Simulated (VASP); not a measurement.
# CsCl (Pm-3m) in VASP: further runs, part 2 of 2

VASP 6.6.1. Earlier steps stand in the parts before.

### 5 Electric field gradients, PBEsol (volume scaled by 1.02)

Contents of INCAR:

```
SYSTEM = CsCl
  PREC = Accurate
  ENCUT = 400
  EDIFF = 1E-8
  ISMEAR = -1
  SIGMA = 0.03
  LREAL = .FALSE.
  LASPH = .TRUE.
  NELM = 120
  ALGO = Normal
  ISIF = 2
  LWAVE = .FALSE.
  LCHARG = .FALSE.
  GGA = PS
  LEFG = .TRUE.
  NBANDS = 15
  GGA_COMPAT = .FALSE.
```

Contents of KPOINTS:

```
Automatic mesh
0
G
  6 6 6
  0 0 0
```

Contents of POSCAR:

```
CsCl
1.0
    4.1503054315      0.0000000000      0.0000000000
    0.0000000000      4.1503054315      0.0000000000
    0.0000000000      0.0000000000      4.1503054315
Cs Cl
1 1
Direct
    0.0000000000      0.0000000000      0.0000000000
    0.5000000000      0.5000000000      0.5000000000
```

Potentials or basis: VASP PAW PBE potentials, release 64 (Cs_sv, Cl).

The run is started by

```console
cat potpaw_PBE.64/Cs_sv/POTCAR potpaw_PBE.64/Cl/POTCAR > POTCAR
mpirun -np 1 vasp_std > vasp.out
```

OUTCAR:

```text
SYSTEM = CsCl
   PREC = Accurate
   ENCUT = 400
   EDIFF = 1E-8
   ISMEAR = -1
   LREAL = .FALSE.
   LASPH = .TRUE.
   NELM = 120
   ISIF = 2
   GGA = PS

 ion  position               nearest neighbor table
   1  0.000  0.000  0.000-
   2  0.500  0.500  0.500-

  LATTYP: Found a simple cubic cell.
 ALAT       =     4.1503054315

  Lattice vectors:

 A1 = (   4.1503054315,   0.0000000000,   0.0000000000)
 A2 = (   0.0000000000,   4.1503054315,   0.0000000000)
 A3 = (   0.0000000000,   0.0000000000,   4.1503054315)

Analysis of symmetry for initial positions (statically):
=====================================================================
 Subroutine PRICEL returns:
 Original cell was already a primitive cell.

 Routine SETGRP: Setting up the symmetry group for a
 simple cubic supercell.

 Subroutine GETGRP returns: Found 48 space group operations
 (whereof 48 operations were pure point group operations)
 out of a pool of 48 trial point group operations.

The static configuration has the point symmetry O_h .

Analysis of symmetry for dynamics (positions and initial velocities):
=====================================================================
 Subroutine PRICEL returns:
 Original cell was already a primitive cell.

 Routine SETGRP: Setting up the symmetry group for a
 simple cubic supercell.

 Subroutine GETGRP returns: Found 48 space group operations
 (whereof 48 operations were pure point group operations)
 out of a pool of 48 trial point group operations.

[... 165 lines left out ...]
     14       9.4153      0.00000
[... 329 lines left out ...]
      2     -12.4770      2.00000
      3      -6.9116      2.00000
      4      -6.9116      2.00000
      5      -6.9116      2.00000
      6      -1.5964      2.00000
      7      -1.5964      2.00000
      8      -1.5964      2.00000
      9       7.8138      0.00000
     10       7.8138      0.00000
     11       7.8138      0.00000
     12       9.7387      0.00000
     13       9.7387      0.00000
     14       9.7387      0.00000
     15      11.8404      0.00000

------------------------ aborting loop because EDIFF is reached ----------------------------------------

  FORCE on cell =-STRESS in cart. coord.  units (eV):
  Direction    XX          YY          ZZ          XY          YZ          ZX
  --------------------------------------------------------------------------------------
  -------------------------------------------------------------------------------------
  Total       -0.4068292     -0.4068292     -0.4068292     -0.0000000     -0.0000000     -0.0000000
  in kB       -9.1176413     -9.1176413     -9.1176413     -0.0000000     -0.0000000     -0.0000000
  external PRESSURE =      -9.1176413 kB  Pullay stress =       0.0000000 kB

 VOLUME and BASIS-vectors are now :
 -----------------------------------------------------------------------------
  energy-cutoff  :      400.00
  volume of cell :       71.49
      direct lattice vectors                 reciprocal lattice vectors
     4.150305431  0.000000000  0.000000000     0.240946122  0.000000000  0.000000000
     0.000000000  4.150305431  0.000000000     0.000000000  0.240946122  0.000000000
     0.000000000  0.000000000  4.150305431     0.000000000  0.000000000  0.240946122

 POSITION                                       TOTAL-FORCE (eV/Angst)
 -----------------------------------------------------------------------------------
      0.00000      0.00000      0.00000         0.000000      0.000000      0.000000
      2.07515      2.07515      2.07515         0.000000      0.000000      0.000000
 -----------------------------------------------------------------------------------
    total drift:                                0.000000      0.000000      0.000000

  FREE ENERGIE OF THE ION-ELECTRON SYSTEM (eV)
  ---------------------------------------------------
  free  energy   TOTEN  =        -6.8352338043 eV

  energy  without entropy=       -6.8352338043  energy(sigma->0) =       -6.83523380

 Electric field gradients (V/A^2)
---------------------------------------------------------------------
 ion       V_xx      V_yy      V_zz      V_xy      V_xz      V_yz
---------------------------------------------------------------------
   1       0.000     0.000     0.000     0.000    -0.000     0.000
   2      -0.000    -0.000    -0.000    -0.000    -0.000    -0.000
---------------------------------------------------------------------

 Electric field gradients after diagonalization (V/A^2)
 (convention: |V_zz| > |V_xx| > |V_yy|)
----------------------------------------------------------------------
 ion       V_xx      V_yy      V_zz     asymmetry (V_yy - V_xx)/ V_zz
----------------------------------------------------------------------
   1       0.000     0.000     0.000      -0.176
   2      -0.000    -0.000    -0.000      -0.628
----------------------------------------------------------------------

           NMR quadrupolar parameters

 Cq : quadrupolar parameter    Cq=e*Q*V_zz/h
 eta: asymmetry parameters     (V_yy - V_xx)/ V_zz
 Q  : nuclear electric quadrupole moment in mb (millibarn)
----------------------------------------------------------------------
 ion       Cq(MHz)       eta       Q (mb)
----------------------------------------------------------------------
   1       0.000      -0.176       1.000
   2      -0.000      -0.628       1.000
----------------------------------------------------------------------
```

Run time: 30 s. Hardware: 1 thread of AMD EPYC 7R13, shared host; peak memory 0.13 GiB.

Results:

```
Free energy            : -6.8352 eV
Pressure               : -0.9 GPa
Band gap on the k mesh : 4.96 eV, direct
```

Caveat: without QUAD_EFG the Cq values of the log hold for a quadrupole moment of 1 mb, not for the nuclei; the PAW data sets were made with another functional, which shifts forces and pressure a little; spin-orbit coupling is left out, which moves the levels of the heavy elements.

### 6 Summary

| cell | gap on the mesh (eV) | pressure (GPa) |
| --- | --- | --- |
| a = 4.123 Å, 2 atoms | 5.05 | -0.6 |
| a = 4.177 Å, 2 atoms | 4.88 | -1.2 |
| a = 4.150 Å, 2 atoms | 4.96 | -0.9 |

Alike in all rows: task electric field gradients; level PBEsol; potentials or basis VASP PAW PBE potentials, release 64 (Cs_sv, Cl); no spin polarisation; k mesh 6 × 6 × 6; cutoff (eV) 400; smearing fermi-dirac 0.03 eV.

Caveats: the PAW data sets were made with another functional, which shifts forces and pressure a little; spin-orbit coupling is left out, which moves the levels of the heavy elements.

Absolute energies hang on the potentials; compare differences alone.
